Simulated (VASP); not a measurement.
Input of a VASP 6.6.1 run:

The input POSCAR:

```
SiO2
1.0
    4.5202385623      0.0000000000      0.0000000000
    0.0000000000      4.5202385623      0.0000000000
    0.0000000000      0.0000000000      2.4552453754
Si O
2 4
Direct
    0.5000000000      0.5000000000      0.5000000000
    0.0000000000      0.0000000000      0.0000000000
    0.6938852014      0.6938852014      0.0000000000
    0.1938852014      0.8061147986      0.5000000000
    0.3061147986      0.3061147986      0.0000000000
    0.8061147986      0.1938852014      0.5000000000
```

The input INCAR.step1:

```
PREC     = Accurate       # precision mode
ENCUT    = 520            # plane-wave cutoff, eV
ISMEAR   = 0              # smearing method
SIGMA    = 0.05           # smearing width, eV
LREAL    = False          # projectors in reciprocal space
LASPH    = True           # aspherical terms in the spheres
NELM     = 60             # most SCF steps
NBANDS   = 25             # bands
GGA      = PE             # functional
ALGO     = Normal         # electronic algorithm
EDIFF    = 1E-4           # SCF threshold, eV
LWAVE    = True           # write WAVECAR
LCHARG   = False          # write CHGCAR
```

The input INCAR.step2:

```
PREC     = Accurate       # precision mode
ENCUT    = 520            # plane-wave cutoff, eV
EDIFF    = 1E-7           # SCF threshold, eV
ISMEAR   = 0              # smearing method
SIGMA    = 0.05           # smearing width, eV
LREAL    = False          # projectors in reciprocal space
LASPH    = True           # aspherical terms in the spheres
NELM     = 60             # most SCF steps
ALGO     = Normal         # electronic algorithm
ISIF     = 2              # what is computed and relaxed
LWAVE    = False          # write WAVECAR
LCHARG   = False          # write CHGCAR
METAGGA  = R2SCAN         # meta-GGA
LMIXTAU  = True         
NBANDS   = 25             # bands
ISTART   = 1
```

File KPOINTS:

```
Automatic mesh
0
Gamma
  6 6 8
```

Potentials or basis: VASP PAW PBE potentials, release 64 (Si, O).

The run is started by

```bash
$ cat potpaw_PBE.64/Si/POTCAR potpaw_PBE.64/O/POTCAR > POTCAR
$ cp INCAR.step1 INCAR
$ mpirun -np 1 vasp_std > vasp.out
$ cp INCAR.step2 INCAR
$ mpirun -np 1 vasp_std > vasp.out
```

Q: What does it give for the pressure?

A: -8.1 GPa.

Q: Predict the largest force.

A: 2.014 eV/Å.

Stress tensor (GPa, compression positive):
```
-34.80   0.00   0.00
  0.00 -34.80   0.00
  0.00   0.00  45.28
```

Caveat: the cell differs from its parent crystal (strain +0.080 along x and y, -0.080 along z); the PAW data sets were made with another functional, which shifts forces and pressure a little.
